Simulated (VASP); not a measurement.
# La2O3 in VASP: notebook

La2O3 is run at these levels: PBEsol, LDA; tasks: single point.

All numbers are computed with VASP 6.6.1; they aren't measurements. Logs are shortened: lines on timing, memory, paths and dates and some standing lists are left out, and cuts for length are marked.

## Step 1: The cell of the first run

It takes space group P-62m (No. 189, hexagonal). The conventional cell has a = 6.043 Å, b = 6.043 Å, c = 3.220 Å, α = 90.00°, β = 90.00°, γ = 120.00°. Within 3.3 Å of La (site symmetry -6) lie 6 O at 2.37 Å and 2 La at 3.22 Å. O (site symmetry m2m) has 4 La at 2.37 Å and 6 O at 3.02 to 3.22 Å within 3.3 Å.

## Step 2: Single point, PBEsol

Contents of INCAR:

```
PREC = Accurate
ENCUT = 520
EDIFF = 1E-6
ISMEAR = -1
SIGMA = 0.05
LREAL = F
LASPH = T
NELM = 60
ALGO = Normal
ISIF = 2
LWAVE = F
LCHARG = F
GGA = PS
NBANDS = 28
```

Contents of KPOINTS:

```
regular mesh
0
Gamma
  4 4 6
```

Contents of POSCAR:

```
La2O3
1.0
    6.0431776772      0.0000000000      0.0000000000
   -3.0215888386      5.2335453880      0.0000000000
    0.0000000000      0.0000000000      3.2196019009
La O
2 3
Direct
    0.6666666667      0.3333333333      0.5000000000
    0.3333333333      0.6666666667      0.5000000000
    0.5018981037      0.0000000000      0.0000000000
    0.0000000000      0.5018981037      0.0000000000
    0.4981018963      0.4981018963      0.0000000000
```

Potentials or basis: VASP PAW PBE potentials, release 64 (La, O).

Started as:

```sh
cat potpaw_PBE.64/La/POTCAR potpaw_PBE.64/O/POTCAR > POTCAR
mpirun -np 1 vasp_std > vasp.out
```

OUTCAR:

```text
PREC = Accurate
   ENCUT = 520
   EDIFF = 1E-6
   ISMEAR = -1
   LREAL = F
   LASPH = T
   NELM = 60
   ISIF = 2
   GGA = PS

 ion  position               nearest neighbor table
   1  0.667  0.333  0.500-   3 2.37   3 2.37   4 2.37   4 2.37   5 2.37   5 2.37   2 3.49   2 3.49
                             2 3.49
   2  0.333  0.667  0.500-   3 2.37   3 2.37   4 2.37   4 2.37   5 2.37   5 2.37   1 3.49   1 3.49
                             1 3.49
   3  0.502  0.000  0.000-   1 2.37   1 2.37   2 2.37   2 2.37
   4  0.000  0.502  0.000-   2 2.37   2 2.37   1 2.37   1 2.37
   5  0.498  0.498  0.000-   2 2.37   2 2.37   1 2.37   1 2.37

  LATTYP: Found a hexagonal cell.
 ALAT       =     6.0431776772
 C/A-ratio  =     0.5327663810

  Lattice vectors:

 A1 = (   6.0431776772,   0.0000000000,   0.0000000000)
 A2 = (  -3.0215888386,   5.2335453880,   0.0000000000)
 A3 = (   0.0000000000,   0.0000000000,   3.2196019009)

Analysis of symmetry for initial positions (statically):
=====================================================================
 Subroutine PRICEL returns:
 Original cell was already a primitive cell.

 Routine SETGRP: Setting up the symmetry group for a
 hexagonal supercell.

 Subroutine GETGRP returns: Found 12 space group operations
 (whereof 12 operations were pure point group operations)
 out of a pool of 24 trial point group operations.

The static configuration has the point symmetry D_3h.

Analysis of symmetry for dynamics (positions and initial velocities):
=====================================================================
 Subroutine PRICEL returns:
 Original cell was already a primitive cell.

 Routine SETGRP: Setting up the symmetry group for a
 hexagonal supercell.

 Subroutine GETGRP returns: Found 12 space group operations
 (whereof 12 operations were pure point group operations)
 out of a pool of 24 trial point group operations.

The dynamic configuration has the point symmetry D_3h.

 Subroutine INISYM returns: Found 12 space group operations
 (whereof 12 operations are pure point group operations),
 and found     1 'primitive' translations

----------------------------------------------------------------------------------------

                                     Primitive cell
[... 85 lines left out ...]
   LASPH  =      T    aspherical Exc in radial PAW
   ENCUT  =  520.0 eV  38.22 Ry    6.18 a.u.  11.24 11.24  5.99*2*pi/ulx,y,z
   NELM   =     60;   NELMIN=  2; NELMDL= -5     # of ELM steps
   EDIFF  = 0.1E-05   stopping-criterion for ELM
   LREAL  =      F    real-space projection
   EDIFFG = 0.1E-04   stopping-criterion for IOM
   NSW    =      0    number of steps for IOM
   IBRION =     -1    ionic relax: 0-MD 1-quasi-New 2-CG
   NFREE  =      0    steps in history (QN), initial steepest desc. (CG)
   ISIF   =      2    stress and relaxation
   ISYM   =      2    0-nonsym 1-usesym 2-fastsym
   POTIM  = 0.5000    time-step for ionic-motion
   TEBEG  =    0.0;   TEEND  =   0.0 temperature during run
   PSTRESS=    0.0 pullay stress
   NELECT =      40.0000    total number of electrons
   NUPDOWN=      -1.0000    fix difference up-down
   EMIN   =  10.00;   EMAX   =-10.00  energy-range for DOS
   EFERMI =   0.00;   METHOD = LEGACY
   ISMEAR =    -1;   SIGMA  =   0.05  broadening in eV -4-tet -1-fermi 0-gaus
   EFERMI_NEDOS =   21; number of points for ismear=-14 and -15
   IALGO  =     38    algorithm
   IMIX   =      4    mixing-type and parameters
     AMIX     =   0.40;   BMIX     =  1.00
     AMIX_MAG =   1.60;   BMIX_MAG =  1.00
  volume/ion in A,a.u.               =      20.37       137.43
  Fermi-wavevector in a.u.,A,eV,Ry     =   1.198966  2.265718 19.558650  1.437520
  Thomas-Fermi vector in A             =   2.334841
   LORBIT       =      0    0 simple, 1 ext, 2 COOP (PROOUT), +10 PAW based schemes
   GGA     = PS    functional components
   LHFCALC =     F    Hartree Fock is set to
   AEXX    =    0.0000 exact exchange contribution
   IVDW    =     0    specifies the selected vdW correction
   LEPSILON=     F    determine dielectric tensor
   LRPA    =     F    only Hartree local field effects (RPA)
 non-spin polarized calculation
  energy-cutoff  :      520.00
  volume of cell :      101.83
 maximum number of plane-waves:      2771
 NGX is ok and might be reduce to    48
   NGX = 23   NGY = 23   NGZ = 11

 number of electron      39.9999995 magnetization

 Free energy of the ion-electron system (eV)
  ---------------------------------------------------
  ext. energy  EPLUGINS =         0.00000000
  ---------------------------------------------------
  free energy    TOTEN  =       -42.17459806 eV

  energy without entropy =      -42.17459550  energy(sigma->0) =      -42.17459678

 E-fermi :   4.9457     XC(G=0):  -8.8949

 val. band max:        4.4952922012   @ k =   0.0000   0.0000   0.5000
 cond. band min:       5.3960659972   @ k =   0.0000   0.0000   0.0000
 fundamental gap:      0.9007737960
 Fermi energy:         4.9457052549

 k-point     1 :       0.0000    0.0000    0.0000
  band No.  band energies     occupation
      1     -26.1844      2.00000
      2     -25.8233      2.00000
      3     -13.8348      2.00000
      4     -13.8348      2.00000
      5     -11.8293      2.00000
      6      -9.6740      2.00000
[... 485 lines left out ...]
     27       9.2664      0.00000
     28       9.4457      0.00000

------------------------ aborting loop because EDIFF is reached ----------------------------------------

  FORCE on cell =-STRESS in cart. coord.  units (eV):
  Direction    XX          YY          ZZ          XY          YZ          ZX
  --------------------------------------------------------------------------------------
  -------------------------------------------------------------------------------------
  Total        6.2467206      6.2467206      6.2112191      0.0000000     -0.0000000      0.0000000
  in kB       98.2876900     98.2876900     97.7290999      0.0000000     -0.0000000      0.0000000
  external PRESSURE =      98.1014933 kB  Pullay stress =       0.0000000 kB

 VOLUME and BASIS-vectors are now :
 -----------------------------------------------------------------------------
  energy-cutoff  :      520.00
  volume of cell :      101.83
      direct lattice vectors                 reciprocal lattice vectors
     6.043177677  0.000000000  0.000000000     0.165475856  0.095537530  0.000000000
    -3.021588839  5.233545388  0.000000000     0.000000000  0.191075060  0.000000000
     0.000000000  0.000000000  3.219601901     0.000000000  0.000000000  0.310597406

 POSITION                                       TOTAL-FORCE (eV/Angst)
 -----------------------------------------------------------------------------------
      3.02159      1.74452      1.60980         0.000000      0.000000      0.000000
     -0.00000      3.48903      1.60980         0.000000     -0.000000      0.000000
      3.03306      0.00000      0.00000        -0.001316     -0.000000     -0.000000
     -1.51653      2.62671      0.00000         0.000658     -0.001140      0.000000
      1.50506      2.60684      0.00000         0.000658      0.001140      0.000000
 -----------------------------------------------------------------------------------
    total drift:                                0.000000      0.000001     -0.000000

  FREE ENERGIE OF THE ION-ELECTRON SYSTEM (eV)
  ---------------------------------------------------
  free  energy   TOTEN  =       -42.1745980562 eV

  energy  without entropy=      -42.1745954996  energy(sigma->0) =      -42.17459678
```

Wall time 56 s (1 thread of Intel Xeon 6975P-C (Granite Rapids), shared host); peak memory 0.25 GiB.

Results:

| Quantity | Value |
| --- | --- |
| Free energy | -42.1746 eV |
| Pressure | 9.8 GPa |
| Band gap on the k mesh | 0.90 eV (least direct gap 1.72 eV) |

Levels at points of the mesh, in eV from the valence-band top:
| k point | band 18 | band 19 | band 20 | band 21 | band 22 | band 23 |
| --- | --- | --- | --- | --- | --- | --- |
| (0.00, 0.00, 0.00) | -1.45 | -1.31 | -0.82 | 0.90 | 3.19 | 3.85 |
| (0.50, 0.00, 0.00) | -1.82 | -1.64 | -1.40 | 2.26 | 3.24 | 4.24 |
| (0.00, 0.00, 0.50) | -1.82 | -0.87 | 0.00 | 4.14 | 4.14 | 4.16 |
| (0.50, 0.00, 0.50) | -2.01 | -1.28 | -0.88 | 4.03 | 4.41 | 4.46 |

Caveat: the cell stands under pressure; the PAW data sets were made with another functional, which shifts forces and pressure a little; spin-orbit coupling is left out, which moves the levels of the heavy elements.

## Step 3: Single point, PBEsol

This run uses another cell than the first one, of 21.27 Å³/atom.

Contents of INCAR:

```
ALGO     = Normal         # electronic algorithm
EDIFF    = 1E-6           # SCF threshold, eV
ENCUT    = 520            # plane-wave cutoff, eV
GGA      = PS             # functional
ISIF     = 2              # what is computed and relaxed
ISMEAR   = -1             # smearing method
LASPH    = T              # aspherical terms in the spheres
LCHARG   = T              # write CHGCAR
LELF     = T              # ELF
LREAL    = F              # projectors in reciprocal space
LVHAR    = T            
LWAVE    = F              # write WAVECAR
NBANDS   = 28             # bands
NELM     = 80             # most SCF steps
PREC     = Accurate       # precision mode
SIGMA    = 0.05           # smearing width, eV
```

Contents of KPOINTS:

```
k-points
0
Gamma
  4 4 6
```

Contents of POSCAR:

```
La2O3
1.0
    6.1653215740      0.0000000000      0.0000000000
   -3.0826607870      5.3393251055      0.0000000000
    0.0000000000      0.0000000000      3.2314373316
La O
2 3
Direct
    0.6666666667      0.3333333333      0.5000000000
    0.3333333333      0.6666666667      0.5000000000
    0.5000180162      0.0000000000      0.0000000000
    0.0000000000      0.5000180162      0.0000000000
    0.4999819838      0.4999819838      0.0000000000
```

Potentials or basis: VASP PAW PBE potentials, release 64 (La, O).

Started as:

```sh
cat potpaw_PBE.64/La/POTCAR potpaw_PBE.64/O/POTCAR > POTCAR
mpirun -np 1 vasp_std > vasp.out
```

Run time: 50 s. Hardware: 1 thread of Intel Xeon 6975P-C (Granite Rapids), shared host; peak memory 0.25 GiB.

The run converged. Its results:

```
Free energy            : -42.3842 eV
Pressure               : 4.8 GPa
Band gap on the k mesh : 1.14 eV (least direct gap 1.83 eV)
```

Levels at points of the mesh, in eV from the valence-band top:
| k point | band 18 | band 19 | band 20 | band 21 | band 22 | band 23 |
| --- | --- | --- | --- | --- | --- | --- |
| (0.00, 0.00, 0.00) | -1.27 | -1.09 | -0.69 | 1.14 | 3.32 | 3.92 |
| (0.50, 0.00, 0.00) | -1.59 | -1.42 | -1.22 | 2.39 | 3.33 | 4.28 |
| (0.00, 0.00, 0.50) | -1.60 | -0.66 | 0.00 | 4.29 | 4.29 | 4.29 |
| (0.50, 0.00, 0.50) | -1.83 | -1.05 | -0.81 | 4.21 | 4.46 | 4.46 |

Caveat: the cell stands under pressure; the PAW data sets were made with another functional, which shifts forces and pressure a little; spin-orbit coupling is left out, which moves the levels of the heavy elements. A k mesh can miss the band edges.

[end of part 1 of 2]
